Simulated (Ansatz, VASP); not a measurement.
**CuO in VASP and in Ansatz**

File INCAR:

```
  PREC = Accurate
  ENCUT = 520
  EDIFF = 1E-7
  ISMEAR = -1
  SIGMA = 0.05
  LREAL = F
  LASPH = T
  NELM = 80
  ALGO = Normal
  ISIF = 2
  LWAVE = F
  LCHARG = F
  GGA = RP
  NBANDS = 25
```

File KPOINTS:

```
regular mesh
0
Gamma
  9 9 5
```

Contents of POSCAR:

```
CuO
1.0
    2.8207191443      0.0000000000      0.0000000000
    0.0382751310      2.8205021813      0.0000000000
    0.0171382374      0.0168928653      5.0706699737
Cu O
2 2
Direct
    0.0000000000      0.5000000000      0.0000000000
    0.5000000000      0.0000000000      0.5000000000
    0.9984239700      0.0016717800      0.7498871000
    0.0015760300      0.9983282200      0.2501129000
```

input.yaml

```yaml
crystal:
  lattice:
    - [2.8207191443, 0.0, 0.0]
    - [0.038275131, 2.8205021813, 0.0]
    - [0.0171382374, 0.0168928653, 5.0706699737]
  atoms:
    - { symbol: Cu, position: [0.0, 0.5, 0.0] }
    - { symbol: Cu, position: [0.5, 0.0, 0.5] }
    - { symbol: O, position: [0.99842397, 0.00167178, 0.7498871] }
    - { symbol: O, position: [0.00157603, 0.99832822, 0.2501129] }
hamiltonian:
  xc: rpbe
  pseudopotentials: { kind: paw }
kpoints:
  mp_grid: { grid: [9, 9, 5] }
scf:
  occupations: { method: fermi_dirac, width: 0.05 }
output:
  forces: true
  stress: true
  eigenvalues: true
```

Alike in both runs: task single point; functional RPBE; k mesh 9 × 9 × 5; occupations fermi-dirac, width 0.05 eV; no spin polarisation.

|  | VASP | Ansatz |
| --- | --- | --- |
| version | VASP 6.6.1 | Ansatz 0.2.0 |
| potentials or method | VASP PAW PBE potentials, release 64 (Cu, O) | Ansatz PAW |
| plane-wave cutoff (eV) | 520 | 420 |
| valence electrons in the cell | 34 | 50 |

```csv
,VASP,Ansatz,Ansatz less VASP
gap on the k mesh at the Fermi level (eV),none,none,-
pressure (GPa),25.2,24.3,-0.94
"traceless stress, the component that is largest in VASP (GPa)",3.37,2.93,-0.436
rms of the force components (eV/Å),0.005,0.005,-0.0003
```

VASP's potentials were made for PBE, not for RPBE. Atom by atom the forces differ by 0.000 eV/Å (rms over components). A gap of «none» marks a metal or a gap that the smearing closes. VASP's potentials hold 34 valence electrons a cell and Ansatz's 50, so a difference there can come from the potentials and not from the codes.
